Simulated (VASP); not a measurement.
Crystal: Al3RuN.

```
CELL_PARAMETERS angstrom
3.00000 0.00000 0.00000
0.00000 3.00000 0.00000
0.00000 0.00000 7.45000
ATOMIC_POSITIONS crystal
Al 0.50000 0.50000 0.72000
Al 0.50000 0.50000 0.28000
Al 0.00000 0.00000 0.00000
Ru 0.00000 0.00000 0.50000
N 0.50000 0.50000 0.00000
```

| Property | Result |
| --- | --- |
| Program | VASP 6.6.1 |
| Task | relaxation of cell and atoms |
| Functional | PBE |
| Potentials or basis | VASP PAW PBE potentials, release 64 (Al, Ru_pv, N) |
| Cutoff | 600 eV |
| k mesh | 5 × 5 × 2 |
| Occupations | gaussian, width 0.2 eV |
| Spin | collinear spin, ferromagnetic start |
| Starting moments | [0.0, 0.0, 0.0, 1.0, 0.0] μB |

At the start: pressure -13.8 GPa; volume 13.41 Å³/atom.

**Question.** Where does the relaxation end?

**Answer.** Over 8 steps the energy falls by 178.1 meV/atom and the volume is 12.11 Å³/atom (-9.7 %); space group P4/mmm (No. 123, to 0.1 Å) before and after; moment 0.00 μB per cell.

The path:
| step | energy change (eV) | largest force (eV/Å) | pressure (GPa) | volume (Å³) |
| --- | --- | --- | --- | --- |
| 1 | 0.0000 | 1.6549 | -13.78 | 67.05 |
| 2 | -0.5876 | 0.5887 | 15.26 | 56.37 |
| 3 | -0.6512 | 0.9859 | 6.36 | 58.64 |
| 4 | -0.8720 | 0.4711 | 3.15 | 59.64 |
| 5 | -0.8724 | 0.4051 | 3.21 | 59.61 |
| 6 | -0.8799 | 0.1312 | -2.93 | 61.56 |
| 7 | -0.8885 | 0.0866 | -0.42 | 60.72 |
| 8 | -0.8904 | 0.0149 | -0.02 | 60.57 |

Final structure:
```cif
data_structure
_symmetry_space_group_name_H-M 'P 1'
_symmetry_Int_Tables_number 1
_cell_length_a 3.0291
_cell_length_b 3.0291
_cell_length_c 6.6015
_cell_angle_alpha 90.000
_cell_angle_beta 90.000
_cell_angle_gamma 90.000
_cell_volume 60.57
loop_
_atom_site_label
_atom_site_type_symbol
_atom_site_fract_x
_atom_site_fract_y
_atom_site_fract_z
_atom_site_occupancy
Al1 Al 0.50000 0.50000 0.70486 1
Al2 Al 0.50000 0.50000 0.29514 1
Al3 Al 0.00000 0.00000 0.00000 1
Ru1 Ru 0.00000 0.00000 0.50000 1
N1 N 0.50000 0.50000 0.00000 1
```

Caveat: the k points lie up to 0.48 Å⁻¹ apart in the final cell.
